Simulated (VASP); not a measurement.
Set up this calculation in VASP 6.6.1, as the native input.

* Task: single point
* Functional: PBE
* Potentials or basis: VASP PAW PBE potentials, release 64 (O, Sr_sv, Se)
* Cutoff: 520 eV
* k mesh: 6 × 6 × 4
* Occupations: gaussian, width 0.01 eV
* Spin: no spin polarisation
* Dipole correction: no
* Further INCAR settings: ALGO = Normal; EDIFF = 1e-06; NBANDS = 24

The structure of Sr2SeO lies in POSCAR:

```
Sr2SeO
1.0
    4.0658302959      0.0000000000      0.0000000000
    0.0000000000      4.0658302959      0.0000000000
    0.0000000000      0.0000000000      5.7595151430
O Sr Se
1 2 1
Direct
    0.0000000000      0.0000000000      0.0000000000
    0.0000000000      0.0000000000      0.5000000000
    0.5000000000      0.5000000000      0.0000000000
    0.5000000000      0.5000000000      0.5000000000
```

This cell differs from its parent crystal: volume changed by -6%.

The input as run:

INCAR

```
ALGO = Normal
EDIFF = 1E-6
ENCUT = 520
GGA = PE
ISIF = 2
ISMEAR = 0
LASPH = True
LCHARG = False
LREAL = False
LWAVE = False
NBANDS = 24
NELM = 100
PREC = Accurate
SIGMA = 0.01
```

KPOINTS

```
k-points
0
Gamma
  6 6 4
```

Potentials or basis: VASP PAW PBE potentials, release 64 (O, Sr_sv, Se).

The run is started by

```sh
$ cat potpaw_PBE.64/O/POTCAR potpaw_PBE.64/Sr_sv/POTCAR potpaw_PBE.64/Se/POTCAR > POTCAR
$ mpirun -np 1 vasp_std > vasp.out
```

It gave:

- Pressure: 3.9 GPa
- Band gap on the k mesh: 1.93 eV, direct

It took 52 s on 1 thread of Intel(R) Xeon(R) Platinum 8488C (Sapphire Rapids), with other jobs on the host, peak memory 0.23 GiB.
